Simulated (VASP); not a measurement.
# GaSb (F-43m) in VASP: further runs, part 2 of 2

VASP 6.6.1. The steps go on from the part before.

## 3. Single point, PBE

This run uses another cell than the first one, of 29.36 Å³/atom, 1.488 times its volume.

INCAR

```
SYSTEM = GaSb
PREC = Accurate ; ENCUT = 520
EDIFF = 1E-6 ; ISMEAR = 0
SIGMA = 0.1 ; LREAL = .FALSE.
LASPH = .TRUE. ; NELM = 80
ALGO = Normal ; ISIF = 2
LWAVE = .FALSE. ; LCHARG = .FALSE.
GGA = PE ; NBANDS = 16
```

KPOINTS

```
Automatic mesh
0
G
  12 12 12
  0 0 0
```

POSCAR

```
GaSb
1.0
    0.0000000000      3.0850750950      3.0850750950
    3.0850750950      0.0000000000      3.0850750950
    3.0850750950      3.0850750950      0.0000000000
Ga Sb
1 1
Direct
    0.0000000000      0.0000000000      0.0000000000
    0.7500000000      0.7500000000      0.7500000000
```

Potentials or basis: VASP PAW PBE potentials, release 64 (Ga_d, Sb).

Run with:

```console
$ cat potpaw_PBE.64/Ga_d/POTCAR potpaw_PBE.64/Sb/POTCAR > POTCAR
$ mpirun -np 1 vasp_std > vasp.out
```

OUTCAR:

```text
SYSTEM = GaSb
   PREC = Accurate
   ENCUT = 520
   EDIFF = 1E-6
   ISMEAR = 0
   LREAL = .FALSE.
   LASPH = .TRUE.
   NELM = 80
   ISIF = 2
   GGA = PE

 ion  position               nearest neighbor table
   1  0.000  0.000  0.000-   2 2.67   2 2.67   2 2.67   2 2.67
   2  0.750  0.750  0.750-   1 2.67   1 2.67   1 2.67   1 2.67

  LATTYP: Found a face centered cubic cell.
 ALAT       =     6.1701501900

  Lattice vectors:

 A1 = (   0.0000000000,   3.0850750950,   3.0850750950)
 A2 = (   3.0850750950,   0.0000000000,   3.0850750950)
 A3 = (   3.0850750950,   3.0850750950,   0.0000000000)

Analysis of symmetry for initial positions (statically):
=====================================================================
 Subroutine PRICEL returns:
 Original cell was already a primitive cell.

 Routine SETGRP: Setting up the symmetry group for a
 face centered cubic supercell.

 Subroutine GETGRP returns: Found 24 space group operations
 (whereof 24 operations were pure point group operations)
 out of a pool of 48 trial point group operations.

The static configuration has the point symmetry T_d .

Analysis of symmetry for dynamics (positions and initial velocities):
=====================================================================
 Subroutine PRICEL returns:
 Original cell was already a primitive cell.

 Routine SETGRP: Setting up the symmetry group for a
 face centered cubic supercell.

 Subroutine GETGRP returns: Found 24 space group operations
 (whereof 24 operations were pure point group operations)
 out of a pool of 48 trial point group operations.

The dynamic configuration has the point symmetry T_d .

 Subroutine INISYM returns: Found 24 space group operations
 (whereof 24 operations are pure point group operations),
 and found     1 'primitive' translations

----------------------------------------------------------------------------------------

                                     Primitive cell

  volume of cell :      58.7256
[... 108 lines left out ...]
     AMIX     =   0.40;   BMIX     =  1.00
     AMIX_MAG =   1.60;   BMIX_MAG =  1.00
  volume/ion in A,a.u.               =      29.36       198.15
  Fermi-wavevector in a.u.,A,eV,Ry     =   1.103799  2.085877 16.576955  1.218372
  Thomas-Fermi vector in A             =   2.240262
   LORBIT       =      0    0 simple, 1 ext, 2 COOP (PROOUT), +10 PAW based schemes
   GGA     = PE    functional components
   LHFCALC =     F    Hartree Fock is set to
   AEXX    =    0.0000 exact exchange contribution
   IVDW    =     0    specifies the selected vdW correction
   LEPSILON=     F    determine dielectric tensor
   LRPA    =     F    only Hartree local field effects (RPA)
 non-spin polarized calculation
 Gauss-broadening in eV      SIGMA  =   0.10
  energy-cutoff  :      520.00
  volume of cell :       58.73
 maximum number of plane-waves:      1604
   NGX = 17   NGY = 17   NGZ = 17

 number of electron      18.0000002 magnetization

 Free energy of the ion-electron system (eV)
  ---------------------------------------------------
  ext. energy  EPLUGINS =         0.00000000
  ---------------------------------------------------
  free energy    TOTEN  =        -7.36870809 eV

  energy without entropy =       -7.36857414  energy(sigma->0) =       -7.36864111

 E-fermi :   4.6601     XC(G=0):  -8.9788

 val. band max:        4.6121430647   @ k =   0.0000   0.0000   0.0000
 cond. band min:       4.9643413378   @ k =   0.5000   0.0000   0.0000
 fundamental gap:      0.3521982731
 Fermi energy:         4.6600744298

 k-point     1 :       0.0000    0.0000    0.0000
  band No.  band energies     occupation
      1     -10.3719      2.00000
      2     -10.3719      2.00000
      3     -10.3719      2.00000
      4     -10.3260      2.00000
      5     -10.3260      2.00000
      6      -6.6899      2.00000
[... 433 lines left out ...]
      3     -10.3592      2.00000
      4     -10.3274      2.00000
      5     -10.3260      2.00000
      6      -4.9449      2.00000
[... 8 lines left out ...]
     15      13.2436      0.00000
     16      13.6948      0.00000

 [... further k-points ...]

------------------------ aborting loop because EDIFF is reached ----------------------------------------

  FORCE on cell =-STRESS in cart. coord.  units (eV):
  Direction    XX          YY          ZZ          XY          YZ          ZX
  --------------------------------------------------------------------------------------
  -------------------------------------------------------------------------------------
  Total        0.3867814      0.3867814      0.3867814      0.0000000      0.0000000      0.0000000
  in kB       10.5523445     10.5523445     10.5523445      0.0000000      0.0000000      0.0000000
  external PRESSURE =      10.5523445 kB  Pullay stress =       0.0000000 kB

 VOLUME and BASIS-vectors are now :
 -----------------------------------------------------------------------------
  energy-cutoff  :      520.00
  volume of cell :       58.73
      direct lattice vectors                 reciprocal lattice vectors
     0.000000000  3.085075095  3.085075095    -0.162070609  0.162070609  0.162070609
     3.085075095  0.000000000  3.085075095     0.162070609 -0.162070609  0.162070609
     3.085075095  3.085075095  0.000000000     0.162070609  0.162070609 -0.162070609

 POSITION                                       TOTAL-FORCE (eV/Angst)
 -----------------------------------------------------------------------------------
      0.00000      0.00000      0.00000         0.000000      0.000000      0.000000
      4.62761      4.62761      4.62761        -0.000000     -0.000000     -0.000000
 -----------------------------------------------------------------------------------
    total drift:                               -0.000002     -0.000002     -0.000002

  FREE ENERGIE OF THE ION-ELECTRON SYSTEM (eV)
  ---------------------------------------------------
  free  energy   TOTEN  =        -7.3687080917 eV

  energy  without entropy=       -7.3685741351  energy(sigma->0) =       -7.36864111
```

Wall time 40 s (1 thread of Intel Xeon 6975P-C, shared host); peak memory 0.22 GiB.

What came out:

| Item | Value |
| --- | --- |
| Free energy | -7.3687 eV |
| Pressure | 1.1 GPa |
| Band gap on the k mesh | zero (filled and empty bands touch) |

Caveat: spin-orbit coupling is left out, which moves the levels of the heavy elements.

## 4. Single point, PBE

This run uses another cell than the first one, of 30.01 Å³/atom, 1.521 times its volume.

INCAR

```
SYSTEM = GaSb
  PREC = Accurate
  ENCUT = 520
  EDIFF = 1E-6
  ISMEAR = 0
  SIGMA = 0.1
  LREAL = .False.
  LASPH = .True.
  NELM = 80
  ALGO = Normal
  ISIF = 2
  LWAVE = .False.
  LCHARG = .True.
  GGA = PE
  LELF = .True.
  LVHAR = .True.
  NBANDS = 16
```

KPOINTS

```
regular mesh
0
Gamma
  12 12 12
  0 0 0
```

POSCAR

```
GaSb
1.0
    0.0000000000      3.1077436233      3.1077436233
    3.1077436233      0.0000000000      3.1077436233
    3.1077436233      3.1077436233      0.0000000000
Ga Sb
1 1
Direct
    0.0000000000      0.0000000000      0.0000000000
    0.7500000000      0.7500000000      0.7500000000
```

Run with:

```console
$ cat potpaw_PBE.64/Ga_d/POTCAR potpaw_PBE.64/Sb/POTCAR > POTCAR
$ mpirun -np 1 vasp_std > vasp.out
```

It took 68 s on 1 thread of Intel Xeon 6975P-C, shared host; peak memory 0.24 GiB.

The run converged. Its results:

```yaml
Free_energy: -7.3731 eV
Pressure: 0.0 GPa
Band_gap_on_the_k_mesh: zero (filled and empty bands touch)
```

Levels at points of the mesh, in eV from the Fermi level:
| k point | band 6 | band 7 | band 8 | band 9 | band 10 | band 11 | band 12 | band 13 |
| --- | --- | --- | --- | --- | --- | --- | --- | --- |
| (0.00, 0.00, 0.00) | -11.21 | -0.34 | -0.05 | -0.05 | -0.05 | 2.74 | 2.74 | 2.74 |
| (0.50, 0.00, 0.00) | -9.70 | -6.19 | -1.13 | -1.13 | 0.26 | 3.70 | 3.70 | 6.44 |
| (0.50, 0.50, 0.00) | -8.94 | -6.65 | -2.46 | -2.46 | 0.90 | 1.29 | 8.33 | 8.33 |

Caveat: spin-orbit coupling is left out, which moves the levels of the heavy elements.

## 5. Single point, PBE

This run uses another cell than the first one, of 30.71 Å³/atom, 1.556 times its volume.

INCAR

```
SYSTEM = GaSb
  ALGO = Normal
  EDIFF = 1E-6
  ENCUT = 520
  GGA = PE
  ISIF = 2
  ISMEAR = 0
  LASPH = .True.
  LCHARG = .True.
  LELF = .True.
  LREAL = .False.
  LVHAR = .True.
  LWAVE = .False.
  NBANDS = 16
  NELM = 80
  PREC = Accurate
  SIGMA = 0.1
```

KPOINTS

```
k-points
0
Gamma
  12 12 12
  0 0 0
```

POSCAR

```
GaSb
1.0
    0.0000000000      3.1315875222      3.1315875222
    3.1315875222      0.0000000000      3.1315875222
    3.1315875222      3.1315875222      0.0000000000
Ga Sb
1 1
Direct
    0.0000000000      0.0000000000      0.0000000000
    0.7500000000      0.7500000000      0.7500000000
```

Run with:

```console
$ cat potpaw_PBE.64/Ga_d/POTCAR potpaw_PBE.64/Sb/POTCAR > POTCAR
$ mpirun -np 1 vasp_std > vasp.out
```

It took 58 s on 1 thread of Intel Xeon 6975P-C, shared host; peak memory 0.25 GiB.

It converged, with:

```yaml
Free_energy: -7.3690 eV
Pressure: -0.9 GPa
Band_gap_on_the_k_mesh: zero (filled and empty bands touch)
```

Levels at points of the mesh, in eV from the Fermi level:
| k point | band 6 | band 7 | band 8 | band 9 | band 10 | band 11 | band 12 | band 13 |
| --- | --- | --- | --- | --- | --- | --- | --- | --- |
| (0.00, 0.00, 0.00) | -11.06 | -0.50 | -0.05 | -0.05 | -0.05 | 2.74 | 2.74 | 2.74 |
| (0.50, 0.00, 0.00) | -9.61 | -6.09 | -1.10 | -1.10 | 0.21 | 3.69 | 3.69 | 6.45 |
| (0.50, 0.50, 0.00) | -8.88 | -6.55 | -2.39 | -2.39 | 0.92 | 1.33 | 8.18 | 8.18 |

Caveat: spin-orbit coupling is left out, which moves the levels of the heavy elements.

## 6. Relaxation of cell and atoms, PBE, target pressure 25 GPa, at which the enthalpy is minimised

This run uses another cell than the first one, of 23.22 Å³/atom, 1.177 times its volume.

INCAR

```
PREC = Accurate
ENCUT = 600
EDIFF = 1E-6
ISMEAR = 0
SIGMA = 0.1
LREAL = False
LASPH = True
NELM = 100
ALGO = Normal
ISIF = 3
LWAVE = False
LCHARG = False
GGA = PE
IBRION = 2
NSW = 70
EDIFFG = -0.008
PSTRESS = 250.0
```

KPOINTS

```
regular mesh
0
Gamma
  12 12 12
```

POSCAR

```
GaSb
1.0
    0.0000000000      2.8529534547      2.8529534547
    2.8529534547      0.0000000000      2.8529534547
    2.8529534547      2.8529534547      0.0000000000
Ga Sb
1 1
Direct
    0.0000000000      0.0000000000      0.0000000000
    0.7500000000      0.7500000000      0.7500000000
```

Potentials or basis: VASP PAW PBE potentials, release 64 (Ga_d, Sb).

Run with:

```console
$ cat potpaw_PBE.64/Ga_d/POTCAR potpaw_PBE.64/Sb/POTCAR > POTCAR
$ mpirun -np 1 vasp_std > vasp.out
```

OUTCAR:

```text
PREC = Accurate
   ENCUT = 600
   EDIFF = 1E-6
   ISMEAR = 0
   LREAL = False
   LASPH = True
   NELM = 100
   ISIF = 3
   GGA = PE
   IBRION = 2
   NSW = 70
   EDIFFG = -0.008
   PSTRESS = 250.0

 ion  position               nearest neighbor table
   1  0.000  0.000  0.000-   2 2.47   2 2.47   2 2.47   2 2.47
   2  0.750  0.750  0.750-   1 2.47   1 2.47   1 2.47   1 2.47

  LATTYP: Found a face centered cubic cell.
 ALAT       =     5.7059069094

  Lattice vectors:

 A1 = (   0.0000000000,   2.8529534547,   2.8529534547)
 A2 = (   2.8529534547,   0.0000000000,   2.8529534547)
 A3 = (   2.8529534547,   2.8529534547,   0.0000000000)

Analysis of symmetry for initial positions (statically):
=====================================================================
 Subroutine PRICEL returns:
 Original cell was already a primitive cell.

 Routine SETGRP: Setting up the symmetry group for a
 face centered cubic supercell.

 Subroutine GETGRP returns: Found 24 space group operations
 (whereof 24 operations were pure point group operations)
 out of a pool of 48 trial point group operations.

The static configuration has the point symmetry T_d .

Analysis of symmetry for dynamics (positions and initial velocities):
=====================================================================
 Subroutine PRICEL returns:
[... 347 lines left out ...]

 number of electron      18.0000010 magnetization

 Free energy of the ion-electron system (eV)
  ---------------------------------------------------
  ext. energy  EPLUGINS =         0.00000000
  ---------------------------------------------------
  free energy    TOTEN  =        -6.48526965 eV

  energy without entropy =       -6.48526594  energy(sigma->0) =       -6.48526780

 E-fermi :   7.8535     XC(G=0): -10.1683

 val. band max:        7.6535326754   @ k =   0.0000   0.0000   0.0000
 cond. band min:       8.0687685503   @ k =   0.4167   0.4167   0.0000
 fundamental gap:      0.4152358749
 Fermi energy:         7.8534898454

 k-point     1 :       0.0000    0.0000    0.0000
  band No.  band energies     occupation
      1      -8.0715      2.00000
      2      -8.0715      2.00000
      3      -8.0715      2.00000
      4      -7.9725      2.00000
      5      -7.9725      2.00000
      6      -5.7556      2.00000
      7       7.6535      1.99531
      8       7.6535      1.99531
      9       7.6535      1.99531
     10       9.5206      0.00000
     11      10.2889      0.00000
     12      10.2889      0.00000
     13      10.2889      0.00000
[... 354 lines left out ...]
  band No.  band energies     occupation
      1      -8.1478      2.00000
      2      -8.0435      2.00000
      3      -8.0405      2.00000
      4      -7.9777      2.00000
      5      -7.9742      2.00000
      6      -3.1798      2.00000
      7       0.0760      2.00000
      8       4.0517      2.00000
      9       5.6027      2.00000
     10       9.6093      0.00000
     11      11.6204      0.00000
     12      12.3539      0.00000
     13      15.2051      0.00000

 [... further k-points ...]

------------------------ aborting loop because EDIFF is reached ----------------------------------------

  FORCE on cell =-STRESS in cart. coord.  units (eV):
  Direction    XX          YY          ZZ          XY          YZ          ZX
  --------------------------------------------------------------------------------------
  -------------------------------------------------------------------------------------
  Total        7.0586146      7.0586146      7.0586146     -0.0000000     -0.0000000      0.0000000
  in kB      250.3665251    250.3665251    250.3665251     -0.0000000     -0.0000000      0.0000000
  external PRESSURE =       0.3665251 kB  Pullay stress =     250.0000000 kB
[... 21 lines left out ...]
  energy  without entropy=       -6.4852659403  energy(sigma->0) =       -6.48526780

  enthalpy is  TOTEN    =         0.5630114702 eV   P V=        7.0482811249

 reached required accuracy - stopping structural energy minimisation
```

CONTCAR:

```text
GaSb
   1.00000000000000
     0.0000000000000000    2.8266666738065984    2.8266666738065984
     2.8266666738065984    0.0000000000000000    2.8266666738065984
     2.8266666738065984    2.8266666738065984    0.0000000000000000
  Ga              Sb
     1     1
Direct
     1.0000000000000000    0.0000000000000000    0.0000000000000000
     0.7500000000000000    0.7500000000000000    0.7500000000000000

  0.00000000E+00  0.00000000E+00  0.00000000E+00
  0.00000000E+00  0.00000000E+00  0.00000000E+00
```

Run time: 2.3 min. Hardware: 1 thread of Intel Xeon 6975P-C, shared host; peak memory 0.24 GiB.

Results:

```
Free energy                                            : -6.4853 eV
Relaxed volume                                         : 22.59 Å³/atom
Relaxed cell                                           : a = 3.998 Å, b = 3.998 Å, c = 3.998 Å, α = 60.00°, β = 60.00°, γ = 60.00°
Space group after relaxing (to 0.05 Å)                 : F-43m (No. 216)
Energy change on relaxing (the enthalpy is what falls) : +91.4 meV/atom
Ionic steps                                            : 6
Pressure after relaxing                                : 25.0 GPa
Band gap on the k mesh                                 : 0.42 eV, indirect (least direct gap 1.87 eV)
```

The path:
```csv
step,energy change (eV),largest force (eV/Å),pressure (GPa),volume (Å³)
1,0.0000,0.0000,21.12,46.44
2,0.6219,0.0000,33.82,42.76
3,0.1806,0.0000,24.91,45.18
4,0.1846,0.0000,25.06,45.16
5,0.1771,0.0000,24.82,45.21
6,0.1827,0.0000,25.04,45.17
```

Final structure:
```
Ga Sb
1.0
     0.00000    2.82667    2.82667
     2.82667    0.00000    2.82667
     2.82667    2.82667    0.00000
Ga Sb
1 1
Direct
  0.00000 0.00000 0.00000
  0.75000 0.75000 0.75000
```

Caveat: the cell is relaxed towards a set pressure, so the enthalpy falls and the energy may rise; spin-orbit coupling is left out, which moves the levels of the heavy elements.

## 7. The runs side by side

| task | cell | k mesh | cutoff (eV) | gap on the mesh (eV) | pressure (GPa) |
| --- | --- | --- | --- | --- | --- |
| single point | a = 3.822 Å, angles 60.0°, 2 atoms | 14 × 14 × 14 | 520 | - | 50.1 |
| single point | a = 4.363 Å, angles 60.0°, 2 atoms | 12 × 12 × 12 | 520 | none | 1.1 |
| single point | a = 4.395 Å, angles 60.0°, 2 atoms | 12 × 12 × 12 | 520 | none | 0.0 |
| single point | a = 4.429 Å, angles 60.0°, 2 atoms | 12 × 12 × 12 | 520 | none | -0.9 |
| relaxation of cell and atoms | relaxed to 25 GPa from a = 4.035 Å, angles 60.0°, 2 atoms | 12 × 12 × 12 | 600 | 0.42 | 25.0 |

Alike in all rows: level PBE; potentials or basis VASP PAW PBE potentials, release 64 (Ga_d, Sb); no spin polarisation; smearing gaussian 0.1 eV.

Caveats: spin-orbit coupling is left out, which moves the levels of the heavy elements; the cell is relaxed towards a set pressure, so the enthalpy falls and the energy may rise (some runs).

Total energies depend on the potentials used, so only differences within one code and one set of settings carry meaning.
